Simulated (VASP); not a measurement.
Write the native input for VASP 6.6.1 that does the following.

- Task: single point
- Functional: r2SCAN
- Potentials or basis: VASP PAW PBE potentials, release 64 (La, Te, N)
- Cutoff: 520 eV
- k mesh: 8 × 8 × 8
- Occupations: fermi-dirac, width 0.1 eV
- Spin: no spin polarisation
- Dipole correction: no
- Further INCAR settings: ALGO = Normal; EDIFF = 1e-07; NBANDS = 27

The system is La2TeN2.

```
CELL_PARAMETERS angstrom
0.00000 4.20106 0.00000
4.20106 0.00000 0.00000
2.10053 2.10053 -6.67733
ATOMIC_POSITIONS crystal
La 0.34400 0.34400 0.31200
La 0.65600 0.65600 0.68800
Te 0.00000 0.00000 0.00000
N 0.25000 0.75000 0.50000
N 0.75000 0.25000 0.50000
```

The input as run:

POSCAR

```
La2TeN2
1.0
    0.0000000000      4.2010650000      0.0000000000
    4.2010650000      0.0000000000      0.0000000000
    2.1005320000      2.1005320000     -6.6773320000
La Te N
2 1 2
Direct
    0.3440000000      0.3440000000      0.3120000000
    0.6560000000      0.6560000000      0.6880000000
    0.0000000000      0.0000000000      0.0000000000
    0.2500000000      0.7500000000      0.5000000000
    0.7500000000      0.2500000000      0.5000000000
```

INCAR.step1

```
SYSTEM = La2TeN2
  PREC = Accurate
  ENCUT = 520
  ISMEAR = -1
  SIGMA = 0.1
  LREAL = .FALSE.
  LASPH = .TRUE.
  NELM = 80
  NBANDS = 27
  GGA = PE
  ALGO = Normal
  EDIFF = 1E-4
  LWAVE = .TRUE.
  LCHARG = .FALSE.
```

INCAR.step2

```
SYSTEM = La2TeN2
  PREC = Accurate
  ENCUT = 520
  EDIFF = 1E-7
  ISMEAR = -1
  SIGMA = 0.1
  LREAL = .FALSE.
  LASPH = .TRUE.
  NELM = 80
  ALGO = Normal
  ISIF = 2
  LWAVE = .FALSE.
  LCHARG = .FALSE.
  METAGGA = R2SCAN
  LMIXTAU = .TRUE.
  NBANDS = 27
  ISTART = 1
```

KPOINTS

```
regular mesh
0
G
  8 8 8
  0 0 0
```

Potentials or basis: VASP PAW PBE potentials, release 64 (La, Te, N).

Run with:

```bash
$ cat potpaw_PBE.64/La/POTCAR potpaw_PBE.64/Te/POTCAR potpaw_PBE.64/N/POTCAR > POTCAR
$ cp INCAR.step1 INCAR
$ mpirun -np 1 vasp_std > vasp.out
$ cp INCAR.step2 INCAR
$ mpirun -np 1 vasp_std > vasp.out
```

Results of the run:

* Pressure: -2.9 GPa
* Largest force: 0.883 eV/Å
* Band gap on the k mesh: zero (bands 19 and 20 overlap by 0.87 eV)

Caveat: the PAW data sets were made with another functional, which shifts forces and pressure a little; spin-orbit coupling is left out, which moves the levels of the heavy elements.

It took 13 min on 1 thread of Intel(R) Xeon(R) Platinum 8259CL CPU @ 2.50GHz (Skylake/Cascade Lake), with other jobs on the host, peak memory 0.39 GiB.
